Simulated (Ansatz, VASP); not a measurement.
## NaCl in VASP and in Ansatz

File INCAR:

```
  PREC = Accurate
  ENCUT = 400
  EDIFF = 1E-8
  ISMEAR = -1
  SIGMA = 0.02
  LREAL = False
  LASPH = True
  NELM = 120
  ALGO = Normal
  ISIF = 2
  LWAVE = False
  LCHARG = False
  GGA = PS
  LEFG = True
  NBANDS = 14
  GGA_COMPAT = False
```

KPOINTS

```
regular mesh
0
Gamma
  8 8 8
```

The input POSCAR:

```
NaCl
1.0
    2.8021129234      0.0000000000      0.0000000000
    0.0000000000      2.8021129234      0.0000000000
    0.0000000000      0.0000000000      2.8021129234
Na Cl
1 1
Direct
    0.0000000000      0.0000000000      0.0000000000
    0.5000000000      0.5000000000      0.5000000000
```

Input for Ansatz:

```yaml
crystal:
  lattice:
    - [2.8021129234, 0.0, 0.0]
    - [0.0, 2.8021129234, 0.0]
    - [0.0, 0.0, 2.8021129234]
  atoms:
    - { symbol: Na, position: [0.0, 0.0, 0.0] }
    - { symbol: Cl, position: [0.5, 0.5, 0.5] }
kpoints:
  mp_grid: { grid: [8, 8, 8] }
scf:
  occupations: { method: fermi_dirac, width: 0.02 }
hamiltonian:
  xc: pbesol
  pseudopotentials: { kind: all_electron, datasets: crystal }
output:
  forces: true
  stress: true
  eigenvalues: true
  efg: { contact_densities: true }
```

Change from the starting cell: volume scaled by 0.9405, crystal datasets.

Alike in both runs: task electric field gradients; functional PBEsol; k mesh 8 × 8 × 8; occupations fermi-dirac, width 0.02 eV; no spin polarisation.

|  | VASP | Ansatz |
| --- | --- | --- |
| version | VASP 6.6.1 | Ansatz 0.2.0 |
| potentials or method | VASP PAW PBE potentials, release 64 (Na_pv, Cl), cutoff 400 eV | all-electron PAW with datasets made for the crystal, scalar-relativistic |

Ansatz gave:

| Quantity | Value |
| --- | --- |
| gap on the k mesh at the Fermi level (eV) | 3.88 |
| pressure (GPa) | 76.0 |

Estimate VASP's values.

gap on the k mesh at the Fermi level (eV): 3.94; pressure (GPa): 76.4.

VASP's potentials were made for PBE, not for PBEsol. Both programs put the cell under a high pressure, so it lies far from rest at this level. Ansatz ran all-electron here, and VASP with PAW potentials.

Noted on VASP's run: the cell as given lies far from equilibrium.
